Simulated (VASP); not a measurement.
# BiTe (I4/mmm) in VASP: further runs

The runs below take BiTe through single point, with PBE.

Program: VASP 6.6.1. These are calculated values, not measurements. Logs are shortened: lines on timing, memory, paths and dates and some standing lists are left out, and cuts for length are marked.

## (1) The cell of the first run

The structure is tetragonal, space group I4/mmm (No. 139). Conventional cell: a = 4.644 Å, b = 4.644 Å, c = 6.276 Å, α = 90.00°, β = 90.00°, γ = 90.00°. Within 4.1 Å of Bi (site symmetry 4/mmm) lie 6 Te at 3.14 to 3.28 Å. Within 4.1 Å of Te (site symmetry 4/mmm) lie 6 Bi at 3.14 to 3.28 Å.

## (2) Single point, PBE (strain +0.015 along x and y, -0.030 along z)

INCAR reads:

```
SYSTEM = BiTe
PREC = Accurate
ENCUT = 520
EDIFF = 1E-6
ISMEAR = 0
SIGMA = 0.15
LREAL = .False.
LASPH = .True.
NELM = 80
ALGO = Normal
ISIF = 2
LWAVE = .False.
LCHARG = .False.
GGA = PE
NBANDS = 18
```

KPOINTS reads:

```
Automatic mesh
0
Gamma
  14 14 14
  0 0 0
```

POSCAR reads:

```
BiTe
1.0
    0.0000000000      3.2835250000      3.1379500000
    3.2835250000      0.0000000000      3.1379500000
    3.2835250000      3.2835250000      0.0000000000
Bi Te
1 1
Direct
    0.0000000000      0.0000000000      0.0000000000
    0.5000000000      0.5000000000      0.5000000000
```

Potentials or basis: VASP PAW PBE potentials, release 64 (Bi_d, Te).

On the command line:

```
cat potpaw_PBE.64/Bi_d/POTCAR potpaw_PBE.64/Te/POTCAR > POTCAR
mpirun -np 1 vasp_std > vasp.out
```

OUTCAR:

```text
SYSTEM = BiTe
   PREC = Accurate
   ENCUT = 520
   EDIFF = 1E-6
   ISMEAR = 0
   LREAL = .False.
   LASPH = .True.
   NELM = 80
   ISIF = 2
   GGA = PE

 ion  position               nearest neighbor table
   1  0.000  0.000  0.000-   2 3.14   2 3.14   2 3.28   2 3.28   2 3.28   2 3.28
   2  0.500  0.500  0.500-   1 3.14   1 3.14   1 3.28   1 3.28   1 3.28   1 3.28

  LATTYP: Found a body centered tetragonal cell.
 ALAT       =     4.6436055874
 C/A-ratio  =     1.3515144389

  Lattice vectors:

 A1 = (   0.0000000000,  -3.2835250000,  -3.1379500000)
 A2 = (   0.0000000000,   3.2835250000,  -3.1379500000)
 A3 = (   3.2835250000,   0.0000000000,   3.1379500000)

Analysis of symmetry for initial positions (statically):
=====================================================================
 Subroutine PRICEL returns:
 Original cell was already a primitive cell.

 Routine SETGRP: Setting up the symmetry group for a
 body centered tetragonal supercell.

 Subroutine GETGRP returns: Found 16 space group operations
 (whereof 16 operations were pure point group operations)
 out of a pool of 16 trial point group operations.

The static configuration has the point symmetry D_4h.

Analysis of symmetry for dynamics (positions and initial velocities):
=====================================================================
 Subroutine PRICEL returns:
 Original cell was already a primitive cell.

 Routine SETGRP: Setting up the symmetry group for a
 body centered tetragonal supercell.

 Subroutine GETGRP returns: Found 16 space group operations
 (whereof 16 operations were pure point group operations)
 out of a pool of 16 trial point group operations.

The dynamic configuration has the point symmetry D_4h.

 Subroutine INISYM returns: Found 16 space group operations
 (whereof 16 operations are pure point group operations),
 and found     1 'primitive' translations

----------------------------------------------------------------------------------------

                                     Primitive cell

  volume of cell :      67.6638

  direct lattice vectors                    reciprocal lattice vectors
     0.000000000  3.283525000  3.137950000    -0.152275375  0.152275375  0.159339696
     3.283525000  0.000000000  3.137950000     0.152275375 -0.152275375  0.159339696
     3.283525000  3.283525000  0.000000000     0.152275375  0.152275375 -0.159339696

  length of vectors
     4.541835161  4.541835161  4.643605587     0.267889377  0.267889377  0.267889377

  position of ions in fractional coordinates (direct lattice)
     0.000000000  0.000000000  0.000000000
     0.500000000  0.500000000  0.500000000

  ion indices of the primitive-cell ions
   primitive index   ion index
                 1           1
                 2           2

----------------------------------------------------------------------------------------

 KPOINTS: Automatic mesh

Automatic generation of k-mesh.
 Grid dimensions read from file:
 generate k-points for:   14   14   14

 Generating k-lattice:

  Cartesian coordinates                     Fractional coordinates (reciprocal lattice)
    -0.010876812  0.010876812  0.011381407     0.071428571 -0.000000000  0.000000000
     0.010876812 -0.010876812  0.011381407    -0.000000000  0.071428571  0.000000000
     0.010876812  0.010876812 -0.011381407     0.000000000  0.000000000  0.071428571

  Length of vectors
     0.019134956  0.019134956  0.019134956

  Shift w.r.t. Gamma in fractional coordinates (k-lattice)
     0.000000000  0.000000000  0.000000000

 Subroutine IBZKPT returns following result:
 ===========================================

 Found    244 irreducible k-points:

 Following reciprocal coordinates:
            Coordinates               Weight
  0.000000  0.000000  0.000000      1.000000
  0.071429  0.000000  0.000000      8.000000
  0.142857  0.000000  0.000000      8.000000
  0.214286  0.000000  0.000000      8.000000
  0.285714  0.000000  0.000000      8.000000
  0.357143  0.000000  0.000000      8.000000
[... 16 lines left out ...]
  0.214286  0.142857  0.000000      8.000000
  0.285714  0.142857  0.000000      8.000000
 [... further k-points ...]
   k-points           NKPTS =    244   k-points in BZ     NKDIM =    244   number of bands    NBANDS=     18
   number of dos      NEDOS =    301   number of ions     NIONS =      2
   total plane-waves  NPLWV =  46656
   dimension x,y,z NGX =    36 NGY =   36 NGZ =   36
   dimension x,y,z NGXF=    72 NGYF=   72 NGZF=   72
   ions per type =               1   1
   NGX,Y,Z   is equivalent  to a cutoff of  13.18, 13.18, 12.89 a.u.
   NGXF,Y,Z  is equivalent  to a cutoff of  26.35, 26.35, 25.78 a.u.
 SYSTEM =  BiTe
   PREC   = accura    normal or accurate (medium, high low for compatibility)
   ISTART =      0    job   : 0-new  1-cont  2-samecut
   ICHARG =      2    charge: 1-file 2-atom 10-const
   ISPIN  =      1    spin polarized calculation?
   LNONCOLLINEAR =      F non collinear calculations
   LSORBIT =      F    spin-orbit coupling
   LASPH  =      T    aspherical Exc in radial PAW
   ENCUT  =  520.0 eV  38.22 Ry    6.18 a.u.   8.44  8.44  8.63*2*pi/ulx,y,z
   NELM   =     80;   NELMIN=  2; NELMDL= -5     # of ELM steps
   EDIFF  = 0.1E-05   stopping-criterion for ELM
   LREAL  =      F    real-space projection
   EDIFFG = 0.1E-04   stopping-criterion for IOM
   NSW    =      0    number of steps for IOM
   IBRION =     -1    ionic relax: 0-MD 1-quasi-New 2-CG
   NFREE  =      0    steps in history (QN), initial steepest desc. (CG)
   ISIF   =      2    stress and relaxation
   ISYM   =      2    0-nonsym 1-usesym 2-fastsym
   POTIM  = 0.5000    time-step for ionic-motion
   TEBEG  =    0.0;   TEEND  =   0.0 temperature during run
   PSTRESS=    0.0 pullay stress
   NELECT =      21.0000    total number of electrons
   NUPDOWN=      -1.0000    fix difference up-down
   EMIN   =  10.00;   EMAX   =-10.00  energy-range for DOS
   EFERMI =   0.00;   METHOD = LEGACY
   ISMEAR =     0;   SIGMA  =   0.15  broadening in eV -4-tet -1-fermi 0-gaus
   EFERMI_NEDOS =   21; number of points for ismear=-14 and -15
   IALGO  =     38    algorithm
   IMIX   =      4    mixing-type and parameters
     AMIX     =   0.40;   BMIX     =  1.00
     AMIX_MAG =   1.60;   BMIX_MAG =  1.00
  volume/ion in A,a.u.               =      33.83       228.31
  Fermi-wavevector in a.u.,A,eV,Ry     =   1.108398  2.094568 16.715383  1.228546
  Thomas-Fermi vector in A             =   2.244925
   LORBIT       =      0    0 simple, 1 ext, 2 COOP (PROOUT), +10 PAW based schemes
   GGA     = PE    functional components
   LHFCALC =     F    Hartree Fock is set to
   AEXX    =    0.0000 exact exchange contribution
   IVDW    =     0    specifies the selected vdW correction
   LEPSILON=     F    determine dielectric tensor
   LRPA    =     F    only Hartree local field effects (RPA)
 non-spin polarized calculation
 Gauss-broadening in eV      SIGMA  =   0.15
  energy-cutoff  :      520.00
  volume of cell :       67.66
 maximum number of plane-waves:      1847
 NGX is ok and might be reduce to    36
   NGX = 17   NGY = 17   NGZ = 17

 number of electron      20.9999997 magnetization

 Free energy of the ion-electron system (eV)
  ---------------------------------------------------
  ext. energy  EPLUGINS =         0.00000000
  ---------------------------------------------------
  free energy    TOTEN  =        -7.15320716 eV

  energy without entropy =       -7.13648465  energy(sigma->0) =       -7.14484590

 E-fermi :   6.6634     XC(G=0):  -9.4352

 val. band max:        6.6622858261   @ k =  -0.2857   0.2143   0.1429
 cond. band min:       6.6656561856   @ k =   0.5000   0.0000   0.0714
 fundamental gap:      0.0033703595
 Fermi energy:         6.6634257378

 k-point     1 :       0.0000    0.0000    0.0000
  band No.  band energies     occupation
      1     -16.5149      2.00000
      2     -16.5021      2.00000
      3     -16.5021      2.00000
      4     -16.4829      2.00000
      5     -16.4802      2.00000
      6      -6.8879      2.00000
[... 10 lines left out ...]
     17      12.4839      0.00000
     18      13.0214      0.00000

 k-point     2 :       0.0714    0.0000    0.0000
  band No.  band energies     occupation
      1     -16.5151      2.00000
      2     -16.5020      2.00000
      3     -16.5019      2.00000
      4     -16.4830      2.00000
      5     -16.4801      2.00000
      6      -6.8422      2.00000
[... 10 lines left out ...]
     17      12.7869      0.00000
     18      13.2787      0.00000

 k-point     3 :       0.1429    0.0000    0.0000
  band No.  band energies     occupation
      1     -16.5158      2.00000
      2     -16.5014      2.00000
      3     -16.5012      2.00000
      4     -16.4831      2.00000
      5     -16.4797      2.00000
      6      -6.7057      2.00000
[... 10 lines left out ...]
     17      13.5503      0.00000
     18      13.9596      0.00000

 k-point     4 :       0.2143    0.0000    0.0000
  band No.  band energies     occupation
      1     -16.5167      2.00000
      2     -16.5006      2.00000
      3     -16.5002      2.00000
      4     -16.4831      2.00000
      5     -16.4791      2.00000
      6      -6.4803      2.00000
[... 375 lines left out ...]
      4     -16.4819      2.00000
      5     -16.4810      2.00000
      6      -6.6163      2.00000
[... 10 lines left out ...]
     17      12.7629      0.00000
     18      13.2577      0.00000

 k-point    23 :       0.2143    0.1429    0.0000
  band No.  band energies     occupation
      1     -16.5188      2.00000
      2     -16.4991      2.00000
      3     -16.4991      2.00000
      4     -16.4814      2.00000
      5     -16.4811      2.00000
      6      -6.4384      2.00000
[... 10 lines left out ...]
     17      13.2042      0.00000
     18      13.6394      0.00000

 k-point    24 :       0.2857    0.1429    0.0000
  band No.  band energies     occupation
      1     -16.5202      2.00000
      2     -16.4980      2.00000
      3     -16.4980      2.00000
      4     -16.4811      2.00000
      5     -16.4809      2.00000
      6      -6.1750      2.00000
[... 10 lines left out ...]
     17      14.0497      0.00000
     18      14.4387      0.00000

 [... further k-points ...]

------------------------ aborting loop because EDIFF is reached ----------------------------------------

  FORCE on cell =-STRESS in cart. coord.  units (eV):
  Direction    XX          YY          ZZ          XY          YZ          ZX
  --------------------------------------------------------------------------------------
  -------------------------------------------------------------------------------------
  Total       -0.2014703     -0.2014703      1.5676329      0.0000000      0.0000000     -0.0000000
  in kB       -4.7705106     -4.7705106     37.1191722      0.0000000      0.0000000     -0.0000000
  external PRESSURE =       9.1927170 kB  Pullay stress =       0.0000000 kB

 VOLUME and BASIS-vectors are now :
 -----------------------------------------------------------------------------
  energy-cutoff  :      520.00
  volume of cell :       67.66
      direct lattice vectors                 reciprocal lattice vectors
     0.000000000  3.283525000  3.137950000    -0.152275375  0.152275375  0.159339696
     3.283525000  0.000000000  3.137950000     0.152275375 -0.152275375  0.159339696
     3.283525000  3.283525000  0.000000000     0.152275375  0.152275375 -0.159339696

 POSITION                                       TOTAL-FORCE (eV/Angst)
 -----------------------------------------------------------------------------------
      0.00000      0.00000      0.00000         0.000000      0.000000      0.000000
      3.28353      3.28353      3.13795         0.000000      0.000000     -0.000000
 -----------------------------------------------------------------------------------
    total drift:                               -0.000000      0.000000      0.000000

  FREE ENERGIE OF THE ION-ELECTRON SYSTEM (eV)
  ---------------------------------------------------
  free  energy   TOTEN  =        -7.1532071572 eV

  energy  without entropy=       -7.1364846511  energy(sigma->0) =       -7.14484590
```

It took 6.5 min on 1 thread of Intel Xeon 8259CL, shared host; peak memory 0.43 GiB.

What came out:

| Item | Value |
| --- | --- |
| Free energy | -7.1532 eV |
| Pressure | 0.9 GPa |
| Band gap on the k mesh | zero (an odd number of electrons rules out a gap without spin polarisation) |

Levels at points of the mesh, in eV from the Fermi level:
| k point | band 7 | band 8 | band 9 | band 10 | band 11 | band 12 | band 13 | band 14 |
| --- | --- | --- | --- | --- | --- | --- | --- | --- |
| (0.00, 0.00, 0.00) | -8.12 | -2.96 | -2.35 | -2.35 | 1.80 | 1.80 | 2.88 | 4.56 |
| (0.50, 0.00, 0.00) | -11.27 | -1.97 | -1.94 | -1.53 | -0.88 | -0.69 | -0.50 | 7.31 |
| (0.50, 0.50, 0.00) | -10.29 | -5.79 | -4.07 | -4.07 | 2.18 | 3.49 | 3.49 | 5.44 |
| (0.50, 0.00, 0.50) | -9.79 | -5.62 | -4.30 | -3.71 | 2.28 | 3.10 | 4.22 | 4.74 |

Caveat: the cell differs from its parent crystal (strain +0.015 along x and y, -0.030 along z); spin-orbit coupling is left out, which moves the levels of the heavy elements.

## (3) Single point, PBE (strain +0.015 along x and y, -0.015 along z)

INCAR reads:

```
SYSTEM = BiTe
ALGO = Normal
EDIFF = 1E-6
ENCUT = 520
GGA = PE
ISIF = 2
ISMEAR = 0
LASPH = .TRUE.
LCHARG = .FALSE.
LREAL = .FALSE.
LWAVE = .FALSE.
NBANDS = 18
NELM = 80
PREC = Accurate
SIGMA = 0.15
```

KPOINTS reads:

```
k-points
0
G
  14 14 14
  0 0 0
```

POSCAR reads:

```
BiTe
1.0
    0.0000000000      3.2835250000      3.1864750000
    3.2835250000      0.0000000000      3.1864750000
    3.2835250000      3.2835250000      0.0000000000
Bi Te
1 1
Direct
    0.0000000000      0.0000000000      0.0000000000
    0.5000000000      0.5000000000      0.5000000000
```

Potentials or basis: VASP PAW PBE potentials, release 64 (Bi_d, Te).

On the command line:

```
cat potpaw_PBE.64/Bi_d/POTCAR potpaw_PBE.64/Te/POTCAR > POTCAR
mpirun -np 1 vasp_std > vasp.out
```

OUTCAR:

```text
SYSTEM = BiTe
   EDIFF = 1E-6
   ENCUT = 520
   GGA = PE
   ISIF = 2
   ISMEAR = 0
   LASPH = .TRUE.
   LREAL = .FALSE.
   NELM = 80
   PREC = Accurate

 ion  position               nearest neighbor table
   1  0.000  0.000  0.000-   2 3.19   2 3.19   2 3.28   2 3.28   2 3.28   2 3.28
   2  0.500  0.500  0.500-   1 3.19   1 3.19   1 3.28   1 3.28   1 3.28   1 3.28

  LATTYP: Found a body centered tetragonal cell.
 ALAT       =     4.6436055874
 C/A-ratio  =     1.3724141467

  Lattice vectors:

 A1 = (   0.0000000000,  -3.2835250000,  -3.1864750000)
 A2 = (   0.0000000000,   3.2835250000,  -3.1864750000)
 A3 = (   3.2835250000,   0.0000000000,   3.1864750000)

Analysis of symmetry for initial positions (statically):
=====================================================================
 Subroutine PRICEL returns:
 Original cell was already a primitive cell.

 Routine SETGRP: Setting up the symmetry group for a
 body centered tetragonal supercell.

 Subroutine GETGRP returns: Found 16 space group operations
 (whereof 16 operations were pure point group operations)
 out of a pool of 16 trial point group operations.

The static configuration has the point symmetry D_4h.

Analysis of symmetry for dynamics (positions and initial velocities):
=====================================================================
 Subroutine PRICEL returns:
 Original cell was already a primitive cell.

 Routine SETGRP: Setting up the symmetry group for a
 body centered tetragonal supercell.

 Subroutine GETGRP returns: Found 16 space group operations
 (whereof 16 operations were pure point group operations)
 out of a pool of 16 trial point group operations.

The dynamic configuration has the point symmetry D_4h.

 Subroutine INISYM returns: Found 16 space group operations
 (whereof 16 operations are pure point group operations),
 and found     1 'primitive' translations

----------------------------------------------------------------------------------------

[... 111 lines left out ...]
     AMIX     =   0.40;   BMIX     =  1.00
     AMIX_MAG =   1.60;   BMIX_MAG =  1.00
  volume/ion in A,a.u.               =      34.36       231.84
  Fermi-wavevector in a.u.,A,eV,Ry     =   1.102743  2.083882 16.545250  1.216042
  Thomas-Fermi vector in A             =   2.239190
   LORBIT       =      0    0 simple, 1 ext, 2 COOP (PROOUT), +10 PAW based schemes
   GGA     = PE    functional components
   LHFCALC =     F    Hartree Fock is set to
   AEXX    =    0.0000 exact exchange contribution
   IVDW    =     0    specifies the selected vdW correction
   LEPSILON=     F    determine dielectric tensor
   LRPA    =     F    only Hartree local field effects (RPA)
 non-spin polarized calculation
 Gauss-broadening in eV      SIGMA  =   0.15
  energy-cutoff  :      520.00
  volume of cell :       68.71
 maximum number of plane-waves:      1883
 NGX is ok and might be reduce to    36
   NGX = 17   NGY = 17   NGZ = 17

 number of electron      20.9999995 magnetization

 Free energy of the ion-electron system (eV)
  ---------------------------------------------------
  ext. energy  EPLUGINS =         0.00000000
  ---------------------------------------------------
  free energy    TOTEN  =        -7.17139351 eV

  energy without entropy =       -7.15437582  energy(sigma->0) =       -7.16288466

 E-fermi :   6.4789     XC(G=0):  -9.3680

 val. band max:        6.4739223247   @ k =  -0.3571   0.4286   0.2143
 cond. band min:       6.4877787660   @ k =  -0.2143   0.2857   0.1429
 fundamental gap:      0.0138564413
 Fermi energy:         6.4788885008

 k-point     1 :       0.0000    0.0000    0.0000
  band No.  band energies     occupation
      1     -16.6835      2.00000
      2     -16.6758      2.00000
      3     -16.6758      2.00000
      4     -16.6647      2.00000
      5     -16.6628      2.00000
      6      -6.9573      2.00000
[... 481 lines left out ...]
      5     -16.6630      2.00000
      6      -6.2812      2.00000
[... 10 lines left out ...]
     17      13.9352      0.00000
     18      14.3151      0.00000

 [... further k-points ...]

------------------------ aborting loop because EDIFF is reached ----------------------------------------

  FORCE on cell =-STRESS in cart. coord.  units (eV):
  Direction    XX          YY          ZZ          XY          YZ          ZX
  --------------------------------------------------------------------------------------
  -------------------------------------------------------------------------------------
  Total       -0.3450978     -0.3450978      0.7570679      0.0000000      0.0000000      0.0000000
  in kB       -8.0469551     -8.0469551     17.6532321      0.0000000      0.0000000      0.0000000
  external PRESSURE =       0.5197740 kB  Pullay stress =       0.0000000 kB

 VOLUME and BASIS-vectors are now :
 -----------------------------------------------------------------------------
  energy-cutoff  :      520.00
  volume of cell :       68.71
      direct lattice vectors                 reciprocal lattice vectors
     0.000000000  3.283525000  3.186475000    -0.152275375  0.152275375  0.156913203
     3.283525000  0.000000000  3.186475000     0.152275375 -0.152275375  0.156913203
     3.283525000  3.283525000  0.000000000     0.152275375  0.152275375 -0.156913203

 POSITION                                       TOTAL-FORCE (eV/Angst)
 -----------------------------------------------------------------------------------
      0.00000      0.00000      0.00000         0.000000      0.000000     -0.000000
      3.28353      3.28353      3.18648         0.000000      0.000000      0.000000
 -----------------------------------------------------------------------------------
    total drift:                               -0.000000      0.000000      0.000000

  FREE ENERGIE OF THE ION-ELECTRON SYSTEM (eV)
  ---------------------------------------------------
  free  energy   TOTEN  =        -7.1713935069 eV

  energy  without entropy=       -7.1543758225  energy(sigma->0) =       -7.16288466
```

It took 7 min on 1 thread of Intel Xeon 8259CL, shared host; peak memory 0.44 GiB.

Results:

```yaml
Free_energy: -7.1714 eV
Pressure: 0.1 GPa
Band_gap_on_the_k_mesh: zero (an odd number of electrons rules out a gap without spin polarisation)
```

Stress tensor (GPa, compression positive):
```
-0.80  0.00  0.00
 0.00 -0.80  0.00
 0.00  0.00  1.77
```

Caveat: the cell differs from its parent crystal (strain +0.015 along x and y, -0.015 along z); spin-orbit coupling is left out, which moves the levels of the heavy elements.
